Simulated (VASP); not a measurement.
## Ag: single point with r2SCAN

Crystal: Ag.

```xyz
1
Lattice="-1.4687 2.0367 1.4667 1.4458 -2.0377 1.4424 1.4627 2.0419 -1.4653" Properties=species:S:1:pos:R:3 pbc="T T T"
Ag    0.0000    0.0000    0.0000
```

```yaml
Program: VASP 6.6.1
Task: single point
Functional: r2SCAN
Potentials_or_basis: VASP PAW PBE potentials, release 64 (Ag)
Cutoff: 520 eV
k_mesh: 11 × 11 × 11
Occupations: fermi-dirac, width 0.05 eV
Spin: no spin polarisation
Dipole_correction: no
Further_INCAR_settings: ALGO = Normal; EDIFF = 1e-06; NBANDS = 12
```

```yaml
Pressure: 0.1 GPa
```

Levels at points of the mesh, in eV from the Fermi level:
```tsv
k point	band 1	band 2	band 3	band 4	band 5	band 6	band 7	band 8	band 9	band 10
(0.00, 0.00, 0.00)	-8.15	-5.44	-5.34	-5.34	-4.41	-4.30	16.35	19.86	20.07	20.08
```

Run time: 2.9 min on 1 thread of Intel(R) Xeon(R) 6975P-C (Granite Rapids), with other jobs on the host, peak memory 0.25 GiB.

Caveat: the PAW data sets were made with another functional, which shifts forces and pressure a little.
